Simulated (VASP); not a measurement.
# FePt (P4/mmm) in VASP: further runs

The runs below take FePt through relaxation of cell and atoms, with PBE, PBEsol.

Everything below comes from runs of VASP 6.6.1. Logs are shortened: lines on timing, memory, paths and dates and some standing lists are left out, and cuts for length are marked.

## 1. The cell of the first run

The structure is tetragonal, space group P4/mmm (No. 123). The conventional cell has a = 2.724 Å, b = 2.724 Å, c = 3.720 Å, α = 90.00°, β = 90.00°, γ = 90.00°. Within 3.5 Å of Pt (site symmetry 4/mmm) lie 8 Fe at 2.68 Å and 4 Pt at 2.72 Å. Fe (site symmetry 4/mmm) has 8 Pt at 2.68 Å and 4 Fe at 2.72 Å within 3.5 Å.

## 2. Relaxation of cell and atoms, PBE, collinear spin, ferromagnetic start

File INCAR:

```
  PREC = Accurate
  ENCUT = 600
  EDIFF = 1E-6
  ISMEAR = -1
  SIGMA = 0.05
  LREAL = False
  LASPH = True
  NELM = 150
  ALGO = Normal
  ISIF = 3
  LWAVE = False
  LCHARG = False
  ISPIN = 2
  MAGMOM = 0 3
  LORBIT = 11
  LMAXMIX = 4
  GGA = PE
  IBRION = 2
  NSW = 60
  EDIFFG = -0.01
```

File KPOINTS:

```
regular mesh
0
Gamma
  10 10 7
```

File POSCAR:

```
FePt
1.0
    2.7235000000      0.0000000000      0.0000000000
    0.0000000000      2.7235000000      0.0000000000
    0.0000000000      0.0000000000      3.7200000000
Pt Fe
1 1
Direct
    0.5000000000      0.5000000000      0.5000000000
    0.0000000000      0.0000000000      0.0000000000
```

Potentials or basis: VASP PAW PBE potentials, release 64 (Pt, Fe).

Started as:

```bash
cat potpaw_PBE.64/Pt/POTCAR potpaw_PBE.64/Fe/POTCAR > POTCAR
mpirun -np 1 vasp_std > vasp.out
```

OUTCAR:

```text
PREC = Accurate
   ENCUT = 600
   EDIFF = 1E-6
   ISMEAR = -1
   LREAL = False
   LASPH = True
   NELM = 150
   ISIF = 3
   ISPIN = 2
   LORBIT = 11
   GGA = PE
   IBRION = 2
   NSW = 60
   EDIFFG = -0.01

 ion  position               nearest neighbor table
   1  0.500  0.500  0.500-   2 2.68   2 2.68   2 2.68   2 2.68   2 2.68   2 2.68   2 2.68   2 2.68

   2  0.000  0.000  0.000-   1 2.68   1 2.68   1 2.68   1 2.68   1 2.68   1 2.68   1 2.68   1 2.68

  LATTYP: Found a simple tetragonal cell.
 ALAT       =     2.7235000000
 C/A-ratio  =     1.3658894804

  Lattice vectors:

 A1 = (   2.7235000000,   0.0000000000,   0.0000000000)
 A2 = (   0.0000000000,   2.7235000000,   0.0000000000)
 A3 = (   0.0000000000,   0.0000000000,   3.7200000000)

Analysis of symmetry for initial positions (statically):
=====================================================================
 Subroutine PRICEL returns:
 Original cell was already a primitive cell.

 Routine SETGRP: Setting up the symmetry group for a
 simple tetragonal supercell.

 Subroutine GETGRP returns: Found 16 space group operations
 (whereof 16 operations were pure point group operations)
 out of a pool of 16 trial point group operations.

The static configuration has the point symmetry D_4h.

Analysis of symmetry for dynamics (positions and initial velocities):
=====================================================================
 Subroutine PRICEL returns:
 Original cell was already a primitive cell.

 Routine SETGRP: Setting up the symmetry group for a
 simple tetragonal supercell.

 Subroutine GETGRP returns: Found 16 space group operations
 (whereof 16 operations were pure point group operations)
 out of a pool of 16 trial point group operations.

The dynamic configuration has the point symmetry D_4h.

Analysis of structural, dynamic, and magnetic symmetry:
=====================================================================
 Subroutine PRICEL returns:
 Original cell was already a primitive cell.

 Routine SETGRP: Setting up the symmetry group for a
 simple tetragonal supercell.

 Subroutine GETGRP returns: Found 16 space group operations
 (whereof 16 operations were pure point group operations)
 out of a pool of 16 trial point group operations.

The overall configuration has the point symmetry D_4h.

 Subroutine INISYM returns: Found 16 space group operations
 (whereof 16 operations are pure point group operations),
 and found     1 'primitive' translations

----------------------------------------------------------------------------------------

                                     Primitive cell

  volume of cell :      27.5929

  direct lattice vectors                    reciprocal lattice vectors
     2.723500000  0.000000000  0.000000000     0.367174592  0.000000000  0.000000000
     0.000000000  2.723500000  0.000000000     0.000000000  0.367174592  0.000000000
     0.000000000  0.000000000  3.720000000     0.000000000  0.000000000  0.268817204

  length of vectors
     2.723500000  2.723500000  3.720000000     0.367174592  0.367174592  0.268817204

  position of ions in fractional coordinates (direct lattice)
     0.500000000  0.500000000  0.500000000
     0.000000000  0.000000000  0.000000000

  ion indices of the primitive-cell ions
   primitive index   ion index
                 1           1
                 2           2

----------------------------------------------------------------------------------------

 KPOINTS: regular mesh

Automatic generation of k-mesh.
 Grid dimensions read from file:
 generate k-points for:   10   10    7

 Generating k-lattice:

[... 42 lines left out ...]
 [... further k-points ...]
   k-points           NKPTS =     84   k-points in BZ     NKDIM =     84   number of bands    NBANDS=     15
   number of dos      NEDOS =    301   number of ions     NIONS =      2
   total plane-waves  NPLWV =  17280
   dimension x,y,z NGX =    24 NGY =   24 NGZ =   30
   dimension x,y,z NGXF=    48 NGYF=   48 NGZF=   60
   ions per type =               1   1
   NGX,Y,Z   is equivalent  to a cutoff of  14.65, 14.65, 13.41 a.u.
   NGXF,Y,Z  is equivalent  to a cutoff of  29.30, 29.30, 26.81 a.u.
 SYSTEM =  unknown system
   PREC   = accura    normal or accurate (medium, high low for compatibility)
   ISTART =      0    job   : 0-new  1-cont  2-samecut
   ICHARG =      2    charge: 1-file 2-atom 10-const
   ISPIN  =      2    spin polarized calculation?
   LNONCOLLINEAR =      F non collinear calculations
   LSORBIT =      F    spin-orbit coupling
   LASPH  =      T    aspherical Exc in radial PAW
   ENCUT  =  600.0 eV  44.10 Ry    6.64 a.u.   5.44  5.44  7.43*2*pi/ulx,y,z
   NELM   =    150;   NELMIN=  2; NELMDL= -5     # of ELM steps
   EDIFF  = 0.1E-05   stopping-criterion for ELM
   LREAL  =      F    real-space projection
   EDIFFG = -.1E-01   stopping-criterion for IOM
   NSW    =     60    number of steps for IOM
   IBRION =      2    ionic relax: 0-MD 1-quasi-New 2-CG
   NFREE  =      1    steps in history (QN), initial steepest desc. (CG)
   ISIF   =      3    stress and relaxation
   ISYM   =      2    0-nonsym 1-usesym 2-fastsym
   POTIM  = 0.5000    time-step for ionic-motion
   TEBEG  =    0.0;   TEEND  =   0.0 temperature during run
   PSTRESS=    0.0 pullay stress
   NELECT =      18.0000    total number of electrons
   NUPDOWN=      -1.0000    fix difference up-down
   EMIN   =  10.00;   EMAX   =-10.00  energy-range for DOS
   EFERMI =   0.00;   METHOD = LEGACY
   ISMEAR =    -1;   SIGMA  =   0.05  broadening in eV -4-tet -1-fermi 0-gaus
   EFERMI_NEDOS =   21; number of points for ismear=-14 and -15
   IALGO  =     38    algorithm
   IMIX   =      4    mixing-type and parameters
     AMIX     =   0.40;   BMIX     =  1.00
     AMIX_MAG =   1.60;   BMIX_MAG =  1.00
  volume/ion in A,a.u.               =      13.80        93.10
  Fermi-wavevector in a.u.,A,eV,Ry     =   1.419819  2.683070 27.427809  2.015887
  Thomas-Fermi vector in A             =   2.540800
   LORBIT       =     11    0 simple, 1 ext, 2 COOP (PROOUT), +10 PAW based schemes
   GGA     = PE    functional components
   LHFCALC =     F    Hartree Fock is set to
   AEXX    =    0.0000 exact exchange contribution
   IVDW    =     0    specifies the selected vdW correction
   LEPSILON=     F    determine dielectric tensor
   LRPA    =     F    only Hartree local field effects (RPA)
 conjugate gradient relaxation of ions
 spin polarized calculation
  energy-cutoff  :      600.00
  volume of cell :       27.59
 maximum number of plane-waves:       936
 NGX is ok and might be reduce to    24
   NGX = 11   NGY = 11   NGZ = 15

--------------------------------------- Ionic step        1  -------------------------------------------

 number of electron      18.0000002 magnetization       3.2744752

 Free energy of the ion-electron system (eV)
  ---------------------------------------------------
  ext. energy  EPLUGINS =         0.00000000
  ---------------------------------------------------
  free energy    TOTEN  =       -14.80632087 eV

  energy without entropy =      -14.79502369  energy(sigma->0) =      -14.80067228

------------------------ aborting loop because EDIFF is reached ----------------------------------------

  FORCE on cell =-STRESS in cart. coord.  units (eV):
  Direction    XX          YY          ZZ          XY          YZ          ZX
  --------------------------------------------------------------------------------------
  -------------------------------------------------------------------------------------
  Total        0.4786809      0.4786809      0.5754017      0.0000000      0.0000000      0.0000000
  in kB       27.7945068     27.7945068     33.4105803      0.0000000      0.0000000      0.0000000
  external PRESSURE =      29.6665313 kB  Pullay stress =       0.0000000 kB
[... 89 lines left out ...]
  FREE ENERGIE OF THE ION-ELECTRON SYSTEM (eV)
  ---------------------------------------------------
  free  energy   TOTEN  =       -14.8100026487 eV

  energy  without entropy=      -14.7984928015  energy(sigma->0) =      -14.80424773

[... ionic steps 4 to 9 ...]

--------------------------------------- Ionic step       10  -------------------------------------------

 number of electron      18.0000000 magnetization       3.2982116

------------------------ aborting loop because EDIFF is reached ----------------------------------------
[... 67 lines left out ...]
--------------------------------------- Ionic step       12  -------------------------------------------

 number of electron      17.9999999 magnetization       3.2964754

 Free energy of the ion-electron system (eV)
  ---------------------------------------------------
  ext. energy  EPLUGINS =         0.00000000
  ---------------------------------------------------
  free energy    TOTEN  =       -14.81006340 eV

  energy without entropy =      -14.79853215  energy(sigma->0) =      -14.80429777

 E-fermi :   8.5199     XC(G=0): -12.9755

 val. band max:        8.5055917062   @ k =   0.4000   0.1000   0.4286
 cond. band min:       8.5232423987   @ k =   0.3000   0.3000   0.2857
 fundamental gap:      0.0176506925
 Fermi energy:         8.5199360656

 spin component 1

 k-point     1 :       0.0000    0.0000    0.0000
  band No.  band energies     occupation
      1      -0.9707      1.00000
      2       2.2518      1.00000
      3       2.4415      1.00000
      4       5.0980      1.00000
      5       5.0980      1.00000
      6       5.5821      1.00000
      7       6.3708      1.00000
      8       6.5415      1.00000
      9       7.9704      0.99998
     10       8.0719      0.99987
     11       8.0719      0.99987
     12      10.7323      0.00000
     13      18.0333      0.00000
     14      20.1185      0.00000
[... 403 lines left out ...]
      4       4.7328      1.00000
      5       5.3489      1.00000
      6       5.7029      1.00000
      7       6.0968      1.00000
      8       6.2892      1.00000
      9       6.5934      1.00000
     10       6.9835      1.00000
     11       7.8977      1.00000
     12      12.0446      0.00000
     13      16.3260      0.00000
     14      19.9499      0.00000
     15      22.2681      0.00000

 [... further k-points ...]

 spin component 2

 k-point     1 :       0.0000    0.0000    0.0000
  band No.  band energies     occupation
      1      -0.8363      1.00000
      2       2.8356      1.00000
      3       2.8413      1.00000
      4       6.1900      1.00000
      5       6.1900      1.00000
      6       7.7259      1.00000
      7       7.7661      1.00000
      8       9.0838      0.00001
      9      10.1468      0.00000
     10      10.1469      0.00000
     11      10.1799      0.00000
     12      10.9123      0.00000
     13      18.8804      0.00000
     14      20.4081      0.00000
[... 444 lines left out ...]
  FREE ENERGIE OF THE ION-ELECTRON SYSTEM (eV)
  ---------------------------------------------------
  free  energy   TOTEN  =       -14.8100633996 eV

  energy  without entropy=      -14.7985321488  energy(sigma->0) =      -14.80429777

 reached required accuracy - stopping structural energy minimisation

 total charge

# of ion       s       p       d       tot
------------------------------------------
    1        0.707   0.649   8.048   9.404
    2        0.404   0.440   6.113   6.957
--------------------------------------------------
tot          1.111   1.089  14.160  16.361

 magnetization (x)

# of ion       s       p       d       tot
------------------------------------------
    1       -0.025  -0.065   0.427   0.336
    2        0.005  -0.007   2.942   2.940
--------------------------------------------------
tot         -0.021  -0.072   3.369   3.276
```

Wall time 6.4 min (1 thread of Intel Xeon Platinum 8259CL at 2.50GHz (Skylake/Cascade Lake), shared host); peak memory 0.23 GiB.

Results:

- Free energy: -14.8101 eV
- Relaxed volume: 14.00 Å³/atom
- Relaxed cell: a = 2.733 Å, b = 2.733 Å, c = 3.746 Å, α = 90.00°, β = 90.00°, γ = 90.00°
- Space group after relaxing (to 0.1 Å): P4/mmm (No. 123)
- Energy gained by relaxing: 1.9 meV/atom
- Ionic steps: 12
- Pressure after relaxing: 0.0 GPa
- Net moment: 3.30 μB per cell
- Site moments: Pt +0.34; Fe +2.94 μB
- Valence electrons inside the program's atomic spheres: Pt 9.40; Fe 6.96

Step by step:
```csv
step,energy change (eV),largest force (eV/Å),pressure (GPa),volume (Å³)
1,0.0000,0.0000,2.97,27.59
2,0.0050,0.0000,-4.27,28.63
3,-0.0037,0.0000,-0.01,27.99
4,-0.0037,0.0000,-0.15,28.00
5,-0.0037,0.0000,0.25,27.95
6,-0.0037,0.0000,0.16,27.97
7,-0.0037,0.0000,0.21,27.98
8,-0.0037,0.0000,0.03,27.99
9,-0.0037,0.0000,0.05,27.98
10,-0.0037,0.0000,0.00,27.98
11,-0.0037,0.0000,0.13,27.98
12,-0.0037,0.0000,-0.01,27.99
```

Final structure:
```xyz
2
Lattice="2.7335 0.0000 0.0000 0.0000 2.7335 0.0000 0.0000 0.0000 3.7460" Properties=species:S:1:pos:R:3 pbc="T T T"
Pt    1.3667    1.3667    1.8730
Fe    0.0000    0.0000    3.7460
```

Levels at points of the mesh, in eV from the Fermi level:
Spin up:
```csv
k point,band 7,band 8,band 9,band 10,band 11,band 12,band 13,band 14,band 15
"(0.00, 0.00, 0.00)",-2.15,-1.98,-0.55,-0.45,-0.45,2.21,9.51,11.60,11.60
"(0.50, 0.00, 0.00)",-2.64,-2.56,-2.18,-1.62,0.08,1.98,10.32,10.39,12.31
"(0.50, 0.50, 0.00)",-0.58,-0.54,-0.54,0.52,1.62,1.62,7.47,9.85,10.78
```
Spin down:
| k point | band 6 | band 7 | band 8 | band 9 | band 10 | band 11 |
| --- | --- | --- | --- | --- | --- | --- |
| (0.00, 0.00, 0.00) | -0.79 | -0.75 | 0.56 | 1.63 | 1.63 | 1.66 |
| (0.50, 0.00, 0.00) | -1.36 | -1.17 | -0.86 | 0.54 | 0.69 | 2.31 |
| (0.50, 0.50, 0.00) | 1.21 | 1.62 | 1.69 | 1.69 | 1.69 | 1.75 |

Caveat: spin-orbit coupling is left out, which moves the levels of the heavy elements. PBE usually gives volumes a little too large and moduli too small.

## 3. Relaxation of cell and atoms, PBEsol, collinear spin, ferromagnetic start

File INCAR:

```
PREC     = Accurate       # precision mode
ENCUT    = 600            # plane-wave cutoff, eV
EDIFF    = 1E-6           # SCF threshold, eV
ISMEAR   = -1             # smearing method
SIGMA    = 0.05           # smearing width, eV
LREAL    = False          # projectors in reciprocal space
LASPH    = True           # aspherical terms in the spheres
NELM     = 150            # most SCF steps
ALGO     = Normal         # electronic algorithm
ISIF     = 3              # what is computed and relaxed
LWAVE    = False          # write WAVECAR
LCHARG   = False          # write CHGCAR
ISPIN    = 2              # spin polarisation
MAGMOM   = 0 3            # initial moments
LORBIT   = 11             # projections on sites
LMAXMIX  = 4              # l up to which the mixer works
GGA      = PS             # functional
IBRION   = 2              # ionic algorithm
NSW      = 60             # ionic steps
EDIFFG   = -0.01          # ionic threshold
```

File KPOINTS:

```
Automatic mesh
0
Gamma
  10 10 7
```

POSCAR is that of step 2.

Potentials or basis: VASP PAW PBE potentials, release 64 (Pt, Fe).

Started as:

```bash
cat potpaw_PBE.64/Pt/POTCAR potpaw_PBE.64/Fe/POTCAR > POTCAR
mpirun -np 1 vasp_std > vasp.out
```

OUTCAR:

```text
PREC = Accurate
   ENCUT = 600
   EDIFF = 1E-6
   ISMEAR = -1
   LREAL = False
   LASPH = True
   NELM = 150
   ISIF = 3
   ISPIN = 2
   LORBIT = 11
   GGA = PS
   IBRION = 2
   NSW = 60
   EDIFFG = -0.01

 ion  position               nearest neighbor table
   1  0.500  0.500  0.500-   2 2.68   2 2.68   2 2.68   2 2.68   2 2.68   2 2.68   2 2.68   2 2.68

   2  0.000  0.000  0.000-   1 2.68   1 2.68   1 2.68   1 2.68   1 2.68   1 2.68   1 2.68   1 2.68

  LATTYP: Found a simple tetragonal cell.
 ALAT       =     2.7235000000
 C/A-ratio  =     1.3658894804

  Lattice vectors:

 A1 = (   2.7235000000,   0.0000000000,   0.0000000000)
 A2 = (   0.0000000000,   2.7235000000,   0.0000000000)
 A3 = (   0.0000000000,   0.0000000000,   3.7200000000)

Analysis of symmetry for initial positions (statically):
=====================================================================
 Subroutine PRICEL returns:
[... 808 lines left out ...]
      8       6.7984      1.00000
      9       7.0884      1.00000
     10       7.3962      1.00000
     11       8.4410      0.99996
     12      12.6110      0.00000
     13      17.0086      0.00000
     14      20.7501      0.00000
     15      23.0632      0.00000

 [... further k-points ...]

 spin component 2

 k-point     1 :       0.0000    0.0000    0.0000
  band No.  band energies     occupation
      1      -0.7880      1.00000
      2       2.8782      1.00000
      3       2.9028      1.00000
      4       6.4872      1.00000
      5       6.4872      1.00000
      6       8.0866      1.00000
      7       8.1896      1.00000
      8       9.4684      0.00003
      9      10.6100      0.00000
     10      10.6700      0.00000
     11      10.6700      0.00000
     12      11.3289      0.00000
     13      19.7606      0.00000
     14      21.1204      0.00000
[... 444 lines left out ...]
  FREE ENERGIE OF THE ION-ELECTRON SYSTEM (eV)
  ---------------------------------------------------
  free  energy   TOTEN  =       -16.2961504930 eV

  energy  without entropy=      -16.2853161774  energy(sigma->0) =      -16.29073334

 reached required accuracy - stopping structural energy minimisation

 total charge

# of ion       s       p       d       tot
------------------------------------------
    1        0.722   0.702   8.065   9.489
    2        0.423   0.479   6.150   7.052
--------------------------------------------------
tot          1.145   1.182  14.214  16.541

 magnetization (x)

# of ion       s       p       d       tot
------------------------------------------
    1       -0.025  -0.063   0.418   0.330
    2        0.003  -0.006   2.856   2.854
--------------------------------------------------
tot         -0.022  -0.069   3.274   3.183
```

CONTCAR:

```text
FePt
   1.00000000000000
     2.6925559479936045   -0.0000000000000000   -0.0000000000000000
    -0.0000000000000000    2.6925559479936045   -0.0000000000000000
     0.0000000000000000    0.0000000000000000    3.6984345026751635
  Pt              Fe
     1     1
Direct
     0.5000000000000000    0.5000000000000000    0.5000000000000000
     0.0000000000000000    0.0000000000000000    0.0000000000000000

  0.00000000E+00  0.00000000E+00  0.00000000E+00
  0.00000000E+00  0.00000000E+00  0.00000000E+00
```

Run time: 4.2 min. Hardware: 1 thread of Intel Xeon Platinum 8259CL at 2.50GHz (Skylake/Cascade Lake), shared host; peak memory 0.22 GiB.

Results:

| Quantity | Value |
| --- | --- |
| Free energy | -16.2962 eV |
| Relaxed volume | 13.41 Å³/atom |
| Relaxed cell | a = 2.693 Å, b = 2.693 Å, c = 3.698 Å, α = 90.00°, β = 90.00°, γ = 90.00° |
| Space group after relaxing (to 0.1 Å) | P4/mmm (No. 123) |
| Energy gained by relaxing | 8.0 meV/atom |
| Ionic steps | 6 |
| Pressure after relaxing | 0.0 GPa |
| Net moment | 3.22 μB per cell |
| Site moments | Pt +0.33; Fe +2.85 μB |
| Valence electrons inside the program's atomic spheres | Pt 9.49; Fe 7.05 |

The path:
```csv
step,energy change (eV),largest force (eV/Å),pressure (GPa),volume (Å³)
1,0.0000,0.0000,-6.28,27.59
2,0.0385,0.0000,13.86,25.49
3,-0.0158,0.0000,-0.10,26.83
4,-0.0158,0.0000,0.05,26.81
5,-0.0160,0.0000,0.03,26.81
6,-0.0159,0.0000,0.04,26.81
```

Final structure:
```
Pt Fe
1.0
     2.69256    0.00000    0.00000
     0.00000    2.69256    0.00000
     0.00000    0.00000    3.69843
Pt Fe
1 1
Direct
  0.50000 0.50000 0.50000
  0.00000 0.00000 0.00000
```

Caveat: the PAW data sets were made with another functional, which shifts forces and pressure a little; spin-orbit coupling is left out, which moves the levels of the heavy elements.
